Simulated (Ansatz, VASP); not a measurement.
# SiO2 in VASP and in Ansatz

INCAR

```
  PREC = Accurate
  ENCUT = 520
  EDIFF = 1E-6
  ISMEAR = 0
  SIGMA = 0.05
  LREAL = False
  LASPH = True
  NELM = 60
  ALGO = Normal
  ISIF = 2
  LWAVE = False
  LCHARG = False
  NBANDS = 25
```

File KPOINTS:

```
regular mesh
0
Gamma
  6 6 8
```

POSCAR

```
SiO2
1.0
    4.0804000000      0.0000000000      0.0000000000
    0.0000000000      4.0804000000      0.0000000000
    0.0000000000      0.0000000000      2.8529000000
Si O
2 4
Direct
    0.5000000000      0.5000000000      0.5000000000
    0.0000000000      0.0000000000      0.0000000000
    0.6944252994      0.6944252994      0.0000000000
    0.1944252994      0.8055747006      0.5000000000
    0.3055747006      0.3055747006      0.0000000000
    0.8055747006      0.1944252994      0.5000000000
```

Input for Ansatz:

```yaml
crystal:
  lattice:
    - [4.0804, 0.0, 0.0]
    - [0.0, 4.0804, 0.0]
    - [0.0, 0.0, 2.8529]
  atoms:
    - { symbol: Si, position: [0.5, 0.5, 0.5] }
    - { symbol: Si, position: [0.0, 0.0, 0.0] }
    - { symbol: O, position: [0.6944252994, 0.6944252994, 0.0] }
    - { symbol: O, position: [0.1944252994, 0.8055747006, 0.5] }
    - { symbol: O, position: [0.3055747006, 0.3055747006, 0.0] }
    - { symbol: O, position: [0.8055747006, 0.1944252994, 0.5] }
basis:
  ecutwfc: 520.0
kpoints:
  mp_grid: { grid: [6, 6, 8] }
hamiltonian:
  xc: lda
  pseudopotentials: { kind: paw, azcp: { folder: soft_1 } }
scf:
  occupations: { method: gaussian, width: 0.05 }
output:
  forces: true
  stress: true
  eigenvalues: true
  write_density: true
  write_potential: true
  elf: true
  volumetric_format: npy
```

Alike in both runs: task single point; functional LDA; k mesh 6 × 6 × 8; occupations gaussian, width 0.05 eV; no spin polarisation.

|  | VASP | Ansatz |
| --- | --- | --- |
| version | VASP 6.6.1 | Ansatz 0.2.0 |
| potentials or method | VASP PAW LDA potentials, release 64 (Si, O), cutoff 520 eV | scalar-relativistic, plane waves, PAW |
| valence electrons in the cell | 32 | 32 |

Ansatz gave:

| Property | Result |
| --- | --- |
| gap on the k mesh at the Fermi level (eV) | 4.87 |
| least direct gap on the mesh (eV) | 4.87 |
| pressure (GPa) | -12.5 |
| traceless stress, the component that is largest in VASP (GPa) | -24.59 |
| rms of the force components (eV/Å) | 0.161 |

Problem. What did VASP give for the same quantities?

Solution. gap on the k mesh at the Fermi level (eV): 4.87; least direct gap on the mesh (eV): 4.87; pressure (GPa): -11.5; traceless stress, the component that is largest in VASP (GPa): -24.38; rms of the force components (eV/Å): 0.160.

Ansatz warns that its potentials were made for another functional, while VASP's fit it. LDA's correlation is that of Perdew and Zunger in VASP and of Perdew and Wang (1992) in Ansatz. Atom by atom the forces differ by 0.001 eV/Å (rms over components).
